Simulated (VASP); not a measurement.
Write the native input for VASP 6.6.1 that does the following.

* Task: single point
* Functional: PBEsol
* Potentials or basis: VASP PAW PBE potentials, release 64 (Al)
* Cutoff: 520 eV
* k mesh: 10 × 10 × 10
* Occupations: fermi-dirac, width 0.05 eV
* Spin: no spin polarisation
* Dipole correction: no
* Further INCAR settings: ALGO = Normal; EDIFF = 1e-06; NBANDS = 10

The structure of Al lies in POSCAR:

```
Al
1.0
    0.0000000000      2.7415165562      2.7415165562
    2.7415165562      0.0000000000      2.7415165562
    2.7415165562      2.7415165562      0.0000000000
Al
2
Direct
   -0.1250000000     -0.1250000000     -0.1250000000
    0.1250000000      0.1250000000      0.1250000000
```

These files were run (other wordings do the same):

INCAR

```
ALGO     = Normal         # electronic algorithm
EDIFF    = 1E-6           # SCF threshold, eV
ENCUT    = 520            # plane-wave cutoff, eV
GGA      = PS             # functional
ISIF     = 2              # what is computed and relaxed
ISMEAR   = -1             # smearing method
LASPH    = True           # aspherical terms in the spheres
LCHARG   = False          # write CHGCAR
LREAL    = False          # projectors in reciprocal space
LWAVE    = False          # write WAVECAR
NBANDS   = 10             # bands
NELM     = 60             # most SCF steps
PREC     = Accurate       # precision mode
SIGMA    = 0.05           # smearing width, eV
```

KPOINTS

```
k-points
0
Gamma
  10 10 10
```

Potentials or basis: VASP PAW PBE potentials, release 64 (Al).

The run is started by

```sh
$ cat potpaw_PBE.64/Al/POTCAR > POTCAR
$ mpirun -np 1 vasp_std > vasp.out
```

Results of the run:

```
Pressure               : 18.4 GPa
Band gap on the k mesh : zero (band 3 reaches 7.59 eV, above the bottom of band 4 at 2.96 eV)
```

Caveat: the PAW data sets were made with another functional, which shifts forces and pressure a little.

Wall time 17 s on 1 thread of Intel(R) Xeon(R) 6975P-C (Granite Rapids), with other jobs on the host, peak memory 0.16 GiB.
